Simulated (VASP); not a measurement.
Set up this calculation in VASP 6.6.1, as the native input.

| Quantity | Value |
| --- | --- |
| Task | single point |
| Functional | PBE |
| Potentials or basis | VASP PAW PBE potentials, release 64 (Al, O) |
| Cutoff | 520 eV |
| k mesh | 6 × 6 × 6 |
| Occupations | gaussian, width 0.01 eV |
| Spin | no spin polarisation |
| Dipole correction | no |
| Further INCAR settings | ALGO = Normal; EDIFF = 1e-06; NBANDS = 35 |

The structure of Al2O3 lies in POSCAR:

```
Al2O3
1.0
    2.4043547039      1.3881548355      4.3744984110
   -2.4043547039      1.3881548355      4.3744984110
    0.0000000000     -2.7763096710      4.3744984110
Al O
4 6
Direct
    0.3521453521      0.3521453521      0.3521453521
    0.1478546479      0.1478546479      0.1478546479
    0.6478546479      0.6478546479      0.6478546479
    0.8521453521      0.8521453521      0.8521453521
    0.5561715153      0.9438284847      0.2500000000
    0.2500000000      0.5561715153      0.9438284847
    0.9438284847      0.2500000000      0.5561715153
    0.4438284847      0.0561715153      0.7500000000
    0.7500000000      0.4438284847      0.0561715153
    0.0561715153      0.7500000000      0.4438284847
```

The input as run:

INCAR

```
SYSTEM = Al2O3
PREC     = Accurate       ! precision mode
ENCUT    = 520            ! plane-wave cutoff, eV
EDIFF    = 1E-6           ! SCF threshold, eV
ISMEAR   = 0              ! smearing method
SIGMA    = 0.01           ! smearing width, eV
LREAL    = .False.        ! projectors in reciprocal space
LASPH    = .True.         ! aspherical terms in the spheres
NELM     = 80             ! most SCF steps
ALGO     = Normal         ! electronic algorithm
ISIF     = 2              ! what is computed and relaxed
LWAVE    = .False.        ! write WAVECAR
LCHARG   = .True.         ! write CHGCAR
GGA      = PE             ! functional
LELF     = .True.         ! ELF
LVHAR    = .True.       
NBANDS   = 35             ! bands
```

KPOINTS

```
regular mesh
0
Gamma
  6 6 6
  0 0 0
```

Potentials or basis: VASP PAW PBE potentials, release 64 (Al, O).

Launch:

```sh
$ cat potpaw_PBE.64/Al/POTCAR potpaw_PBE.64/O/POTCAR > POTCAR
$ mpirun -np 1 vasp_std > vasp.out
```

Results of the run:

* Pressure: -0.1 GPa
* Largest force: 0.004 eV/Å
* Band gap on the k mesh: 5.85 eV

It took 45 s on 1 thread of Intel(R) Xeon(R) 6975P-C (Granite Rapids), on a shared host, peak memory 0.26 GiB.
